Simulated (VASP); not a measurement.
# Bi (R-3m) in VASP: notebook, part 2 of 2

VASP 6.6.1. Earlier steps stand in the parts before.

## Step 5: Single point, PBEsol (zz strain of -1 %)

INCAR

```
  PREC = Accurate
  ENCUT = 520
  EDIFF = 1E-6
  ISMEAR = -1
  SIGMA = 0.03
  LREAL = F
  LASPH = T
  NELM = 80
  ALGO = Normal
  ISIF = 2
  LWAVE = F
  LCHARG = F
  GGA = PS
  NBANDS = 22
```

KPOINTS

```
Automatic mesh
0
Gamma
  10 10 10
```

POSCAR

```
Bi
1.0
    2.2729996784      1.3123169762      3.9144600000
   -2.2729996784      1.3123169762      3.9144600000
    0.0000000000     -2.6246339523      3.9144600000
Bi
2
Direct
    0.2338900000      0.2338900000      0.2338900000
    0.7661100000      0.7661100000      0.7661100000
```

Potentials or basis: VASP PAW PBE potentials, release 64 (Bi_d).

Command:

```sh
$ cat potpaw_PBE.64/Bi_d/POTCAR > POTCAR
$ mpirun -np 1 vasp_std > vasp.out
```

OUTCAR:

```text
PREC = Accurate
   ENCUT = 520
   EDIFF = 1E-6
   ISMEAR = -1
   LREAL = F
   LASPH = T
   NELM = 80
   ISIF = 2
   GGA = PS

 ion  position               nearest neighbor table
   1  0.234  0.234  0.234-   2 3.06   2 3.06   2 3.06   2 3.51   2 3.51   2 3.51
   2  0.766  0.766  0.766-   1 3.06   1 3.06   1 3.06   1 3.51   1 3.51   1 3.51

  LATTYP: Found a trigonal (rhomboedric) cell.
 ALAT       =     4.7129290760
 COS(alpha) =     0.5347922557

  Lattice vectors:

[... 785 lines left out ...]

------------------------ aborting loop because EDIFF is reached ----------------------------------------

  FORCE on cell =-STRESS in cart. coord.  units (eV):
  Direction    XX          YY          ZZ          XY          YZ          ZX
  --------------------------------------------------------------------------------------
  -------------------------------------------------------------------------------------
  Total       -0.1638120     -0.1638120     -0.0435149      0.0000000     -0.0000000      0.0000000
  in kB       -3.7462355     -3.7462355     -0.9951473      0.0000000     -0.0000000      0.0000000
  external PRESSURE =      -2.8292061 kB  Pullay stress =       0.0000000 kB

 VOLUME and BASIS-vectors are now :
 -----------------------------------------------------------------------------
  energy-cutoff  :      520.00
  volume of cell :       70.06
      direct lattice vectors                 reciprocal lattice vectors
     2.272999678  1.312316976  3.914460000     0.219973634  0.127001837  0.085154359
    -2.272999678  1.312316976  3.914460000    -0.219973634  0.127001837  0.085154359
     0.000000000 -2.624633952  3.914460000     0.000000000 -0.254003674  0.085154359

 POSITION                                       TOTAL-FORCE (eV/Angst)
 -----------------------------------------------------------------------------------
      0.00000      0.00000      2.74666         0.000000      0.000000      0.178945
      0.00000      0.00000      8.99672         0.000000     -0.000000     -0.178945
 -----------------------------------------------------------------------------------
    total drift:                                0.000000     -0.000000      0.000000

  FREE ENERGIE OF THE ION-ELECTRON SYSTEM (eV)
  ---------------------------------------------------
  free  energy   TOTEN  =        -8.6030873771 eV

  energy  without entropy=       -8.6025757423  energy(sigma->0) =       -8.60283156
```

stdout:

```text
POSCAR found type information on POSCAR Bi
 POSCAR found :  1 types and       2 ions
 scaLAPACK will be used
 -----------------------------------------------------------------------------
|                                                                             |
|                                                                             |
|     You enforced a specific xc type in the INCAR file but a different       |
|     I HOPE YOU KNOW WHAT YOU ARE DOING!                                     |
|                                                                             |
 -----------------------------------------------------------------------------

 LDA part: xc-table for (Slater+PW92), standard interpolation
 POSCAR, INCAR and KPOINTS ok, starting setup
 FFT: planning ... GRIDC
 FFT: planning ... GRID_SOFT
 FFT: planning ... GRID
 WAVECAR not read
 entering main loop
```

Run time: 100 s. Hardware: 1 thread of Intel Xeon Platinum 8488C (Sapphire Rapids), shared host; peak memory 0.29 GiB.

Results:

| Property | Result |
| --- | --- |
| Free energy | -8.6031 eV |
| Pressure | -0.3 GPa |
| Largest force | 0.179 eV/Å |
| Band gap on the k mesh | zero (bands 15 and 16 overlap by 0.18 eV) |

Forces on the atoms (eV/Å):
```
Bi   0.000  0.000  0.179
Bi   0.000  0.000 -0.179
```

Stress tensor (GPa, compression positive):
```
-0.37  0.00  0.00
 0.00 -0.37  0.00
 0.00  0.00 -0.10
```

Levels at points of the mesh, in eV from the Fermi level:
| k point | band 12 | band 13 | band 14 | band 15 | band 16 | band 17 | band 18 | band 19 |
| --- | --- | --- | --- | --- | --- | --- | --- | --- |
| (0.00, 0.00, 0.00) | -7.39 | -1.35 | -1.19 | -1.19 | 2.56 | 3.04 | 3.04 | 5.73 |
| (0.50, 0.00, 0.00) | -10.49 | -1.22 | -1.13 | -0.23 | -0.20 | 0.62 | 1.08 | 7.59 |
| (0.50, 0.50, 0.00) | -9.40 | -4.67 | -2.95 | -2.90 | 2.36 | 5.06 | 5.51 | 6.91 |
| (0.50, 0.50, 0.50) | -9.86 | -0.95 | -0.58 | -0.58 | 0.71 | 0.71 | 0.78 | 7.06 |

Caveat: the cell differs from its parent crystal (zz strain of -1 %); the PAW data sets were made with another functional, which shifts forces and pressure a little; spin-orbit coupling is left out, which moves the levels of the heavy elements.

## Step 6: Single point, PBEsol (35.03 Å³/atom)

This run uses another cell than the first one, of 35.03 Å³/atom.

INCAR

```
PREC = Accurate
ENCUT = 520
EDIFF = 1E-7
ISMEAR = -1
SIGMA = 0.03
LREAL = False
LASPH = True
NELM = 100
ALGO = Normal
ISIF = 2
LWAVE = False
LCHARG = False
GGA = PS
NBANDS = 22
```

KPOINTS

```
regular mesh
0
Gamma
  10 10 10
```

POSCAR

```
Bi
1.0
    2.2653976160      1.3079279234      3.9407758210
   -2.2653976160      1.3079279234      3.9407758210
    0.0000000000     -2.6158558468      3.9407758210
Bi
2
Direct
    0.2338900000      0.2338900000      0.2338900000
    0.7661100000      0.7661100000      0.7661100000
```

Potentials or basis: VASP PAW PBE potentials, release 64 (Bi_d).

Command:

```sh
$ cat potpaw_PBE.64/Bi_d/POTCAR > POTCAR
$ mpirun -np 1 vasp_std > vasp.out
```

OUTCAR:

```text
PREC = Accurate
   ENCUT = 520
   EDIFF = 1E-7
   ISMEAR = -1
   LREAL = False
   LASPH = True
   NELM = 100
   ISIF = 2
   GGA = PS

 ion  position               nearest neighbor table
   1  0.234  0.234  0.234-   2 3.06   2 3.06   2 3.06   2 3.52   2 3.52   2 3.52
   2  0.766  0.766  0.766-   1 3.06   1 3.06   1 3.06   1 3.52   1 3.52   1 3.52

  LATTYP: Found a trigonal (rhomboedric) cell.
 ALAT       =     4.7299488245
 COS(alpha) =     0.5412184017

  Lattice vectors:

 A1 = (   2.2653976160,   1.3079279234,   3.9407758210)
 A2 = (  -2.2653976160,   1.3079279234,   3.9407758210)
 A3 = (   0.0000000000,  -2.6158558468,   3.9407758210)

Analysis of symmetry for initial positions (statically):
=====================================================================
 Subroutine PRICEL returns:
 Original cell was already a primitive cell.

 Routine SETGRP: Setting up the symmetry group for a
 trigonal (rhombohedral) supercell.

 Subroutine GETGRP returns: Found 12 space group operations
[... 159 lines left out ...]
  ---------------------------------------------------
  free energy    TOTEN  =        -8.60343784 eV

  energy without entropy =       -8.60291944  energy(sigma->0) =       -8.60317864

 E-fermi :   6.1755     XC(G=0):  -9.7193

 val. band max:        6.1664596236   @ k =  -0.4000   0.5000   0.4000
 cond. band min:       6.2712230558   @ k =   0.4000   0.1000   0.1000
 fundamental gap:      0.1047634322
 Fermi energy:         6.1755171585

 k-point     1 :       0.0000    0.0000    0.0000
  band No.  band energies     occupation
      1     -16.6450      2.00000
      2     -16.6450      2.00000
      3     -16.4899      2.00000
      4     -16.4899      2.00000
      5     -16.4731      2.00000
      6     -16.3005      2.00000
[... 589 lines left out ...]
     21      15.4208      0.00000
     22      15.5300      0.00000

 [... further k-points ...]

------------------------ aborting loop because EDIFF is reached ----------------------------------------

  FORCE on cell =-STRESS in cart. coord.  units (eV):
  Direction    XX          YY          ZZ          XY          YZ          ZX
  --------------------------------------------------------------------------------------
  -------------------------------------------------------------------------------------
  Total       -0.0995044     -0.0995044     -0.1093592      0.0000000     -0.0000000      0.0000000
  in kB       -2.2755776     -2.2755776     -2.5009481      0.0000000     -0.0000000      0.0000000
  external PRESSURE =      -2.3507011 kB  Pullay stress =       0.0000000 kB

 VOLUME and BASIS-vectors are now :
 -----------------------------------------------------------------------------
  energy-cutoff  :      520.00
  volume of cell :       70.06
      direct lattice vectors                 reciprocal lattice vectors
     2.265397616  1.307927923  3.940775821     0.220711806  0.127428021  0.084585713
    -2.265397616  1.307927923  3.940775821    -0.220711806  0.127428021  0.084585713
     0.000000000 -2.615855847  3.940775821     0.000000000 -0.254856042  0.084585713

 POSITION                                       TOTAL-FORCE (eV/Angst)
 -----------------------------------------------------------------------------------
      0.00000      0.00000      2.76512         0.000000      0.000000      0.164796
      0.00000      0.00000      9.05720         0.000000     -0.000000     -0.164796
 -----------------------------------------------------------------------------------
    total drift:                                0.000000     -0.000000      0.000000

  FREE ENERGIE OF THE ION-ELECTRON SYSTEM (eV)
  ---------------------------------------------------
  free  energy   TOTEN  =        -8.6034378411 eV

  energy  without entropy=       -8.6029194352  energy(sigma->0) =       -8.60317864
```

Run time: 1.8 min. Hardware: 1 thread of Intel Xeon Platinum 8488C (Sapphire Rapids), shared host; peak memory 0.29 GiB.

What came out:

- Free energy: -8.6034 eV
- Pressure: -0.2 GPa
- Largest force: 0.165 eV/Å
- Band gap on the k mesh: zero (bands 15 and 16 overlap by 0.22 eV)

Forces in eV/Å, atoms in the order of the input:
```
Bi   0.000  0.000  0.165
Bi   0.000  0.000 -0.165
```

Caveat: the PAW data sets were made with another functional, which shifts forces and pressure a little; spin-orbit coupling is left out, which moves the levels of the heavy elements.

## Step 7: Summary

| cell | gap on the mesh (eV) | pressure (GPa) | largest force (eV/Å) |
| --- | --- | --- | --- |
| a = 4.717 Å, angles 56.4°, 2 atoms | none | 1.5 | 0.29 |
| a = 4.680 Å, angles 58.1°, 2 atoms | none | 0.1 | 0.24 |
| a = 4.731 Å, angles 56.8°, 2 atoms | none | 0.3 | 0.20 |
| a = 4.713 Å, angles 57.7°, 2 atoms | none | -0.3 | 0.18 |
| a = 4.730 Å, angles 57.2°, 2 atoms | none | -0.2 | 0.16 |

Alike in all rows: task single point; level PBEsol; potentials or basis VASP PAW PBE potentials, release 64 (Bi_d); no spin polarisation; k mesh 10 × 10 × 10; cutoff (eV) 520; smearing fermi-dirac 0.03 eV.

Caveats: the PAW data sets were made with another functional, which shifts forces and pressure a little; spin-orbit coupling is left out, which moves the levels of the heavy elements.

Absolute energies hang on the potentials; compare differences alone.
